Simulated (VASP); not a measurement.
Wanted: the native input for a VASP 6.6.1 run.

```
Task                   : relaxation of cell and atoms
Functional             : PBE
Potentials or basis    : VASP PAW PBE potentials, release 64 (Ag, Cl)
Cutoff                 : 600 eV
k mesh                 : 6 × 6 × 6
Occupations            : gaussian, width 0.1 eV
Spin                   : no spin polarisation
Dipole correction      : no
Further INCAR settings : ALGO = Normal; EDIFF = 1e-07; IBRION = 2; EDIFFG = -0.04; NSW = 90; ISIF = 3
```

The structure of AgCl lies in POSCAR:

```
AgCl
1.0
    1.9659570900      1.1350458500      3.1839969900
   -1.9659570900      1.1350458500      3.1839969900
    0.0000000000     -2.2700917100      3.1839969900
Ag Cl
1 1
Direct
    0.9760536000      0.9760536000      0.9760536000
    0.5239464000      0.5239464000      0.5239464000
```

The input as run:

INCAR

```
SYSTEM = AgCl
PREC = Accurate
ENCUT = 600
EDIFF = 1E-7
ISMEAR = 0
SIGMA = 0.1
LREAL = .False.
LASPH = .True.
NELM = 80
ALGO = Normal
ISIF = 3
LWAVE = .False.
LCHARG = .False.
GGA = PE
IBRION = 2
NSW = 90
EDIFFG = -0.04
```

KPOINTS

```
regular mesh
0
Gamma
  6 6 6
  0 0 0
```

Potentials or basis: VASP PAW PBE potentials, release 64 (Ag, Cl).

Command:

```console
$ cat potpaw_PBE.64/Ag/POTCAR potpaw_PBE.64/Cl/POTCAR > POTCAR
$ mpirun -np 1 vasp_std > vasp.out
```

Results of the run:

```
Relaxed volume                         : 21.92 Å³/atom
Relaxed cell                           : a = 3.964 Å, b = 3.964 Å, c = 3.964 Å, α = 59.81°, β = 59.81°, γ = 59.81°
Space group after relaxing (to 0.05 Å) : Fm-3m (No. 225)
Energy gained by relaxing              : 59.7 meV/atom
Ionic steps                            : 16
Pressure after relaxing                : 0.2 GPa
Largest force after relaxing           : 0.011 eV/Å
Band gap on the k mesh                 : 0.91 eV, indirect (least direct gap 3.11 eV)
```

It took 110 s on 1 thread of Intel(R) Xeon(R) Platinum 8488C (Sapphire Rapids), with other jobs on the host, peak memory 0.2 GiB.
